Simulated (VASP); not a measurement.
## TiAl3: single point with PBEsol

Crystal: TiAl3.

```
Ti Al
1.0
     0.00000   -3.94834    0.00000
     0.00000    0.00000   -3.94834
    12.34503    0.00000    0.00000
Ti Al
3 9
Direct
  0.00000 0.00000 0.23986
  0.00000 0.00000 0.55969
  0.00000 0.00000 0.87952
  0.50000 0.00000 0.07994
  0.50000 0.00000 0.39977
  0.50000 0.00000 0.71961
  0.00000 0.50000 0.07994
  0.00000 0.50000 0.39977
  0.00000 0.50000 0.71961
  0.50000 0.50000 0.87952
  0.50000 0.50000 0.23986
  0.50000 0.50000 0.55969
```

This cell differs from its parent crystal: the distance across one plane changed.

| Item | Value |
| --- | --- |
| Program | VASP 6.6.1 |
| Task | single point |
| Functional | PBEsol |
| Potentials or basis | VASP PAW PBE potentials, release 64 (Ti_sv, Al) |
| Cutoff | 520 eV |
| k mesh | 12 × 12 × 4 |
| Occupations | gaussian, width 0.15 eV |
| Spin | no spin polarisation |
| Dipole correction | no |
| Further INCAR settings | ALGO = Fast; EDIFF = 1e-06; NBANDS = 44 |

```
Pressure               : -2.7 GPa
Largest force          : 1.024 eV/Å
Band gap on the k mesh : zero (an odd number of electrons rules out a gap without spin polarisation)
```

Forces in eV/Å, atoms in the order of the input:
```
Ti   0.231  0.000  0.000
Ti   0.007  0.000  0.000
Ti   0.796  0.000  0.000
Al  -1.024  0.000  0.000
Al  -0.017  0.000  0.000
Al   0.145  0.000  0.000
Al  -1.024  0.000  0.000
Al  -0.017  0.000  0.000
Al   0.145  0.000  0.000
Al   0.966  0.000  0.000
Al  -0.207  0.000  0.000
Al   0.000  0.000  0.000
```

Stress tensor (GPa, compression positive):
```
-4.79  0.00  0.00
 0.00 -1.60  0.00
 0.00  0.00 -1.60
```

Levels at points of the mesh, in eV from the Fermi level:
```csv
k point,band 28,band 29,band 30,band 31,band 32,band 33,band 34,band 35,band 36,band 37
"(0.00, 0.00, 0.00)",-1.68,-0.57,-0.21,0.19,0.19,0.20,0.34,0.43,0.50,0.50
"(0.50, 0.00, 0.00)",-1.07,-0.73,0.03,0.37,0.40,0.59,0.72,0.74,0.90,0.98
"(0.50, 0.50, 0.00)",-2.88,-2.61,-2.61,-1.26,-1.26,0.40,0.75,0.80,0.96,1.01
"(0.00, 0.00, 0.50)",-1.68,-1.22,0.21,0.24,0.24,0.31,0.35,0.35,0.44,0.69
"(0.50, 0.00, 0.50)",-1.14,-0.47,-0.10,-0.08,0.46,0.64,0.79,0.82,0.93,0.99
"(0.50, 0.50, 0.50)",-1.83,-1.83,-1.72,-1.72,-1.59,-1.23,0.15,0.89,1.00,1.10
```

It took 22 min on 1 thread of Intel(R) Xeon(R) 6975P-C (Granite Rapids), with other jobs on the host, peak memory 0.65 GiB.

Caveat: the cell differs from its parent crystal (the distance across one plane changed); the PAW data sets were made with another functional, which shifts forces and pressure a little.
